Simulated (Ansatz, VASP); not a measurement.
**One calculation of Cu5Mo, two programs**

Contents of INCAR:

```
SYSTEM = Cu5Mo
PREC     = Accurate       ! precision mode
ENCUT    = 520            ! plane-wave cutoff, eV
EDIFF    = 1E-6           ! SCF threshold, eV
ISMEAR   = 0              ! smearing method
SIGMA    = 0.1            ! smearing width, eV
LREAL    = .FALSE.        ! projectors in reciprocal space
LASPH    = .TRUE.         ! aspherical terms in the spheres
NELM     = 100            ! most SCF steps
ALGO     = Fast           ! electronic algorithm
ISIF     = 2              ! what is computed and relaxed
LWAVE    = .FALSE.        ! write WAVECAR
LCHARG   = .TRUE.         ! write CHGCAR
GGA      = PE             ! functional
LELF     = .TRUE.         ! ELF
LVHAR    = .TRUE.       
NBANDS   = 44             ! bands
```

File KPOINTS:

```
regular mesh
0
G
  6 6 4
  0 0 0
```

Contents of POSCAR:

```
Cu5Mo
1.0
    4.2741408300      0.0000000000      0.0000000000
   -2.1370704100      3.7015145400      0.0000000000
    0.0000000000      0.0000000000      6.2339346900
Cu Mo
5 1
Direct
    0.3333333300      0.6666666700      0.2883244300
    0.3333333300      0.6666666700      0.7116755700
    0.6666666700      0.3333333300      0.7116755700
    0.6666666700      0.3333333300      0.2883244300
    0.0000000000      0.0000000000      0.0000000000
    0.0000000000      0.0000000000      0.5000000000
```

Input for Ansatz:

```yaml
crystal:
  lattice:
    - [4.27414083, 0.0, 0.0]
    - [-2.13707041, 3.70151454, 0.0]
    - [0.0, 0.0, 6.23393469]
  atoms:
    - { symbol: Cu, position: [0.33333333, 0.66666667, 0.28832443] }
    - { symbol: Cu, position: [0.33333333, 0.66666667, 0.71167557] }
    - { symbol: Cu, position: [0.66666667, 0.33333333, 0.71167557] }
    - { symbol: Cu, position: [0.66666667, 0.33333333, 0.28832443] }
    - { symbol: Cu, position: [0.0, 0.0, 0.0] }
    - { symbol: Mo, position: [0.0, 0.0, 0.5] }
basis:
  ecutwfc: 420
kpoints:
  mp_grid: { grid: [6, 6, 4] }
hamiltonian:
  xc: pbe
scf:
  occupations: { method: gaussian, width: 0.1 }
  lower_state_search: "off"
output:
  forces: true
  stress: true
  eigenvalues: true
```

Alike in both runs: task single point; functional PBE; k mesh 6 × 6 × 4; occupations gaussian, width 0.1 eV; no spin polarisation.

|  | VASP | Ansatz |
| --- | --- | --- |
| version | VASP 6.6.1 | Ansatz 0.2.0 |
| potentials or method | VASP PAW PBE potentials, release 64 (Cu, Mo_sv), cutoff 520 eV | scalar-relativistic, plane waves, PAW |
| valence electrons in the cell | 69 | 109 |

Ansatz gave:

| Quantity | Value |
| --- | --- |
| gap on the k mesh at the Fermi level (eV) | none |
| pressure (GPa) | -14.5 |
| traceless stress, the component that is largest in VASP (GPa) | -4.05 |
| rms of the force components (eV/Å) | 0.008 |

Problem. What did VASP give for the same quantities?

Solution. gap on the k mesh at the Fermi level (eV): none; pressure (GPa): -14.1; traceless stress, the component that is largest in VASP (GPa): -4.14; rms of the force components (eV/Å): 0.010.

Atom by atom the forces differ by 0.003 eV/Å (rms over components). A gap of «none» marks a metal or a gap that the smearing closes. With one functional, cell and mesh, what is left measures potentials, basis and numerics. VASP's potentials hold 69 valence electrons a cell and Ansatz's 109, so a difference there can come from the potentials and not from the codes.
